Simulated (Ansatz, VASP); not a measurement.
# One calculation of Ta3N, two programs

```
CELL_PARAMETERS angstrom
5.62125 0.00000 0.00000
-2.81063 4.86815 0.00000
0.00000 0.00000 2.85502
ATOMIC_POSITIONS crystal
Ta 0.49373 0.50627 0.00000
Ta 0.49373 0.98746 0.00000
Ta 0.01254 0.50627 0.00000
N 0.66667 0.33333 0.50000
```

Alike in both runs: task relaxation of cell and atoms; functional PBE; k mesh 6 × 6 × 6; occupations gaussian, width 0.1 eV; no spin polarisation.

```csv
,VASP,Ansatz
version,VASP 6.6.1,Ansatz 0.2.0
potentials or method,"VASP PAW PBE potentials, release 64 (Ta_pv, N), cutoff 600 eV","scalar-relativistic, plane waves, PAW"
valence electrons in the cell,38,44
```

```tsv
	VASP	Ansatz	Ansatz less VASP
gap on the k mesh at the Fermi level, each at its own relaxed structure (eV)	none	none	-
relaxed volume (Å³/atom)	19.54	19.53	-0.017
relaxed cell length with the largest relative difference (Å)	2.801	2.800	-0.0010
```

A gap of «none» marks a metal or a gap that the smearing closes. VASP's potentials hold 38 valence electrons a cell and Ansatz's 44, so a difference there can come from the potentials and not from the codes.

The k mesh is coarse, so the values compare programs but aren't converged. Neither program's run includes spin-orbit coupling.
